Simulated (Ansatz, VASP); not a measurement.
# LiSi2B3 in VASP and in Ansatz

INCAR

```
SYSTEM = LiSi2B3
PREC     = Accurate       ! precision mode
ENCUT    = 750            ! plane-wave cutoff, eV
EDIFF    = 1E-7           ! SCF threshold, eV
ISMEAR   = 0              ! smearing method
SIGMA    = 0.1            ! smearing width, eV
LREAL    = .False.        ! projectors in reciprocal space
LASPH    = .True.         ! aspherical terms in the spheres
NELM     = 120            ! most SCF steps
ALGO     = Normal         ! electronic algorithm
ISIF     = 3              ! what is computed and relaxed
LWAVE    = .False.        ! write WAVECAR
LCHARG   = .False.        ! write CHGCAR
GGA      = PE             ! functional
IBRION   = 2              ! ionic algorithm
NSW      = 100            ! ionic steps
EDIFFG   = -0.01          ! ionic threshold
GGA_COMPAT= .False.      
NELMIN   = 4
```

The input KPOINTS:

```
Automatic mesh
0
Gamma
  12 12 6
  0 0 0
```

File POSCAR:

```
LiSi2B3
1.0
    3.3833536382      0.0000000000      0.0000000000
   -1.6916768191      2.9300702007      0.0000000000
    0.0000000000      0.0000000000      7.5666727068
Li Si B
1 2 3
Direct
    0.0000000000      0.0000000000      0.5000000000
    0.3333333333      0.6666666667      0.8506852951
    0.3333333333      0.6666666667      0.1493147049
    0.3333333333      0.6666666667      0.4011418591
    0.3333333333      0.6666666667      0.5988581409
    0.6666666667      0.3333333333      0.0000000000
```

Input for Ansatz:

```yaml
crystal:
  lattice:
    - [3.3833536382, 0.0, 0.0]
    - [-1.6916768191, 2.9300702007, 0.0]
    - [0.0, 0.0, 7.5666727068]
  atoms:
    - { symbol: Li, position: [0.0, 0.0, 0.5] }
    - { symbol: Si, position: [0.3333333333, 0.6666666667, 0.8506852951] }
    - { symbol: Si, position: [0.3333333333, 0.6666666667, 0.1493147049] }
    - { symbol: B, position: [0.3333333333, 0.6666666667, 0.4011418591] }
    - { symbol: B, position: [0.3333333333, 0.6666666667, 0.5988581409] }
    - { symbol: B, position: [0.6666666667, 0.3333333333, 0.0] }
basis:
  ecutwfc: 420
kpoints:
  mp_grid: { grid: [12, 12, 6] }
hamiltonian:
  xc: pbe
scf:
  occupations: { method: gaussian, width: 0.1 }
output:
  forces: true
  stress: true
  eigenvalues: true
  write_density: true
  write_potential: true
  elf: true
  volumetric_format: npy
relax:
  adjacent_minimum: "off"
  f_tol: 0.01
  max_steps: 80
  cell: { stress_tol: 0.05 }
```

Alike in both runs: task relaxation of cell and atoms; functional PBE; k mesh 12 × 12 × 6; occupations gaussian, width 0.1 eV; no spin polarisation.

|  | VASP | Ansatz |
| --- | --- | --- |
| version | VASP 6.6.1 | Ansatz 0.2.0 |
| potentials or method | VASP PAW PBE potentials, release 64 (Li_sv, Si, B), cutoff 750 eV | scalar-relativistic, plane waves, PAW |
| valence electrons in the cell | 20 | 20 |

VASP gave:

```
gap on the k mesh at the Fermi level, each at its own relaxed structure (eV)  : none
relaxed volume (Å³/atom)                                                      : 12.38
relaxed length of the cell vector where the two differ most in proportion (Å) : 7.589
```

Estimate Ansatz's values.

gap on the k mesh at the Fermi level, each at its own relaxed structure (eV): none; relaxed volume (Å³/atom): 12.38; relaxed length of the cell vector where the two differ most in proportion (Å): 7.591.

A gap of «none» marks a metal or a gap that the smearing closes.
